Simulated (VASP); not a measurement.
# SiC: single point with r2SCAN

The system is SiC.

```
Si C
1.0
     3.07536    0.00000    0.00000
    -1.53768    2.66334    0.00000
     0.00000    0.00000    5.04811
Si C
2 2
Cartesian
  0.0000 1.7756 0.0232
  1.5377 0.8878 2.5472
  0.0000 1.7756 1.9203
  1.5377 0.8878 4.4444
```

```
Program                : VASP 6.6.1
Task                   : single point
Functional             : r2SCAN
Potentials or basis    : VASP PAW PBE potentials, release 64 (Si, C)
Cutoff                 : 520 eV
k mesh                 : 12 × 12 × 6
Occupations            : gaussian, width 0.01 eV
Spin                   : no spin polarisation
Dipole correction      : no
Further INCAR settings : ALGO = Normal; EDIFF = 1e-06; NBANDS = 16
```

```json
{
 "Pressure": "-0.2 GPa",
 "Band gap on the k mesh": "2.66 eV (least direct gap 4.48 eV)"
}
```

Levels at points of the mesh, in eV from the valence-band top:
| k point | band 6 | band 7 | band 8 | band 9 | band 10 | band 11 |
| --- | --- | --- | --- | --- | --- | --- |
| (0.00, 0.00, 0.00) | -0.11 | 0.00 | 0.00 | 5.38 | 6.78 | 7.19 |
| (0.50, 0.00, 0.00) | -3.48 | -3.36 | -1.26 | 3.23 | 4.67 | 7.47 |
| (0.00, 0.00, 0.50) | -0.75 | -0.75 | -0.75 | 6.50 | 6.50 | 7.89 |
| (0.50, 0.00, 0.50) | -2.56 | -2.44 | -2.44 | 3.72 | 3.72 | 5.79 |

It took 89 s on 1 thread of Intel(R) Xeon(R) Platinum 8375C CPU @ 2.90GHz (Ice Lake), with other jobs on the host, peak memory 0.18 GiB.

Caveat: the PAW data sets were made with another functional, which shifts forces and pressure a little. A k mesh can miss the band edges.
